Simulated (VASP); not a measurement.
Set up this calculation in VASP 6.6.1, as the native input.

```yaml
Task: single point
Functional: BLYP
Potentials_or_basis: VASP PAW PBE potentials, release 64 (Cd)
Cutoff: 520 eV
k_mesh: 13 × 13 × 13
Occupations: fermi-dirac, width 0.1 eV
Spin: no spin polarisation
Dipole_correction: no
Further_INCAR_settings: ALGO = Normal; EDIFF = 1e-07; NBANDS = 12
```

The structure of Cd lies in POSCAR:

```
Cd
1.0
    0.0000000000      2.3003309481      2.3003309481
    2.3003309481      0.0000000000      2.3003309481
    2.3003309481      2.3003309481      0.0000000000
Cd
1
Direct
    0.0000000000      0.0000000000      0.0000000000
```

This isn't the form of Cd at room conditions, which is hcp.

The input as run:

INCAR

```
PREC = Accurate
ENCUT = 520
EDIFF = 1E-7
ISMEAR = -1
SIGMA = 0.1
LREAL = F
LASPH = T
NELM = 100
ALGO = Normal
ISIF = 2
LWAVE = F
LCHARG = F
GGA = B5
ALDAX = 1.0
AGGAX = 1.0
AGGAC = 1.0
ALDAC = 0.0
NBANDS = 12
```

KPOINTS

```
regular mesh
0
Gamma
  13 13 13
```

Potentials or basis: VASP PAW PBE potentials, release 64 (Cd).

Run with:

```sh
$ cat potpaw_PBE.64/Cd/POTCAR > POTCAR
$ mpirun -np 1 vasp_std > vasp.out
```

It gave:

The pressure is 2.2 GPa. The band gap on the k mesh is zero (bands 6 and 7 overlap by 2.37 eV).

Caveat: the PAW data sets were made with another functional, which shifts forces and pressure a little.

Wall time 38 s on 1 thread of Intel Xeon 8259CL, on a shared host, peak memory 0.15 GiB.
